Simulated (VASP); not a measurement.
Wanted: the native input for a VASP 6.6.1 run.

```
Task                               : single point
Functional                         : HSE06
Potentials or basis                : VASP PAW PBE potentials, release 64 (K_sv, I)
Cutoff                             : 520 eV
k mesh                             : 4 × 4 × 4
Occupations                        : fermi-dirac, width 0.02 eV
Spin                               : no spin polarisation
Dipole correction                  : no
Grid for exact exchange (PRECFOCK) : Normal
Further INCAR settings             : ALGO = Normal; EDIFF = 1e-07; NBANDS = 15
Share of exact exchange            : 0.25
Screening parameter                : 0.2079 1/Å
```

Crystal: KI.

```
K I
1.0
     4.32127    0.00000    0.00000
     0.00000    4.32127    0.00000
     0.00000    0.00000    4.32127
K I
1 1
Direct
  0.00000 0.00000 0.00000
  0.50000 0.50000 0.50000
```

One way to write it, as run:

POSCAR

```
KI
1.0
    4.3212737560      0.0000000000      0.0000000000
    0.0000000000      4.3212737560      0.0000000000
    0.0000000000      0.0000000000      4.3212737560
K I
1 1
Direct
    0.0000000000      0.0000000000      0.0000000000
    0.5000000000      0.5000000000      0.5000000000
```

INCAR.step1

```
  ALGO = Normal
  EDIFF = 1E-5
  ENCUT = 520
  GGA = PE
  ISIF = 2
  ISMEAR = -1
  LASPH = True
  LREAL = False
  LWAVE = True
  NBANDS = 15
  NELM = 100
  PREC = Accurate
  SIGMA = 0.02
```

INCAR.step2

```
  ALGO = Normal
  EDIFF = 1E-7
  ENCUT = 520
  GGA = PE
  HFSCREEN = 0.2079
  ISIF = 2
  ISMEAR = -1
  ISTART = 1
  LASPH = True
  LCHARG = True
  LELF = True
  LHFCALC = True
  LREAL = False
  LVHAR = True
  LWAVE = False
  NBANDS = 15
  NELM = 100
  PREC = Accurate
  PRECFOCK = Normal
  SIGMA = 0.02
```

KPOINTS

```
k-points
0
Gamma
  4 4 4
```

Potentials or basis: VASP PAW PBE potentials, release 64 (K_sv, I).

Command:

```console
$ cat potpaw_PBE.64/K_sv/POTCAR potpaw_PBE.64/I/POTCAR > POTCAR
$ cp INCAR.step1 INCAR
$ mpirun -np 1 vasp_std > vasp.out
$ cp INCAR.step2 INCAR
$ mpirun -np 1 vasp_std > vasp.out
```

Results of the run:

```
Pressure               : 0.0 GPa
Band gap on the k mesh : 4.24 eV (least direct gap 4.62 eV)
```

Caveat: the PAW data sets were made with another functional, which shifts forces and pressure a little; spin-orbit coupling is left out, which moves the levels of the heavy elements.

It took 14 min on 1 thread of AMD EPYC 7R43 64-Core Processor (Zen 3), with other jobs on the host, peak memory 0.27 GiB.
